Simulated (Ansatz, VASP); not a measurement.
# One calculation of GaP, two programs

INCAR

```
SYSTEM = GaP
  PREC = Accurate
  ENCUT = 500
  EDIFF = 1E-6
  ISMEAR = -1
  SIGMA = 0.05
  LREAL = .FALSE.
  LASPH = .TRUE.
  NELM = 60
  ALGO = Normal
  ISIF = 2
  LWAVE = .FALSE.
  LCHARG = .FALSE.
  GGA = PE
```

The input KPOINTS:

```
regular mesh
0
G
  8 8 8
  0 0 0
```

The input POSCAR:

```
GaP
1.0
    0.0000000000      2.7252500000      2.7252500000
    2.7252500000      0.0000000000      2.7252500000
    2.7252500000      2.7252500000      0.0000000000
Ga P
1 1
Direct
    0.0000000000      0.0000000000      0.0000000000
    0.7500000000      0.7500000000      0.7500000000
```

The input KPOINTS_OPT:

```
path GXWKGLUWLK,UX
15
line-mode
reciprocal
 0.0000000000  0.0000000000  0.0000000000  G
 0.5000000000  0.0000000000  0.5000000000  X

 0.5000000000  0.0000000000  0.5000000000  X
 0.5000000000  0.2500000000  0.7500000000  W

 0.5000000000  0.2500000000  0.7500000000  W
 0.3750000000  0.3750000000  0.7500000000  K

 0.3750000000  0.3750000000  0.7500000000  K
 0.0000000000  0.0000000000  0.0000000000  G

 0.0000000000  0.0000000000  0.0000000000  G
 0.5000000000  0.5000000000  0.5000000000  L

 0.5000000000  0.5000000000  0.5000000000  L
 0.6250000000  0.2500000000  0.6250000000  U

 0.6250000000  0.2500000000  0.6250000000  U
 0.5000000000  0.2500000000  0.7500000000  W

 0.5000000000  0.2500000000  0.7500000000  W
 0.5000000000  0.5000000000  0.5000000000  L

 0.5000000000  0.5000000000  0.5000000000  L
 0.3750000000  0.3750000000  0.7500000000  K

 0.6250000000  0.2500000000  0.6250000000  U
 0.5000000000  0.0000000000  0.5000000000  X
```

input.yaml

```yaml
crystal:
  lattice:
    - [0.0, 2.72525, 2.72525]
    - [2.72525, 0.0, 2.72525]
    - [2.72525, 2.72525, 0.0]
  atoms:
    - { symbol: Ga, position: [0.0, 0.0, 0.0] }
    - { symbol: P, position: [0.75, 0.75, 0.75] }
hamiltonian:
  xc: pbe
  pseudopotentials: { kind: paw }
kpoints:
  mp_grid: { grid: [8, 8, 8] }
  band_path:
    path:
      - [[0.0, 0.0, 0.0], [0.5, 0.0, 0.5], [0.5, 0.25, 0.75], [0.375, 0.375, 0.75], [0.0, 0.0, 0.0], [0.5, 0.5, 0.5], [0.625, 0.25, 0.625], [0.5, 0.25, 0.75], [0.5, 0.5, 0.5], [0.375, 0.375, 0.75]]
      - [[0.625, 0.25, 0.625], [0.5, 0.0, 0.5]]
    npoints: 14
scf:
  occupations: { method: fermi_dirac, width: 0.05 }
  n_extra_bands: 6
output:
  forces: true
  stress: true
  eigenvalues: true
  fatbands: false
```

Alike in both runs: task band structure; functional PBE; k mesh 8 × 8 × 8; occupations fermi-dirac, width 0.05 eV; no spin polarisation.

|  | VASP | Ansatz |
| --- | --- | --- |
| version | VASP 6.6.1 | Ansatz 0.2.0 |
| potentials or method | VASP PAW PBE potentials, release 54 (Ga, P) | Ansatz PAW |
| plane-wave cutoff (eV) | 500 | 420 |
| valence electrons in the cell | 8 | 18 |

```csv
,VASP,Ansatz,Ansatz less VASP
gap on the k mesh at the Fermi level (eV),1.67,1.64,-0.024
least direct gap on the mesh (eV),1.89,1.83,-0.066
gap along the band path (eV),1.61,1.59,-0.021
pressure (GPa),4.0,2.5,-1.47
```

VASP's potentials hold 8 valence electrons a cell and Ansatz's 18, so a difference there can come from the potentials and not from the codes.

Noted on Ansatz's run: the k mesh misses the band edges, so the gap on the mesh is wider than the one along the path.
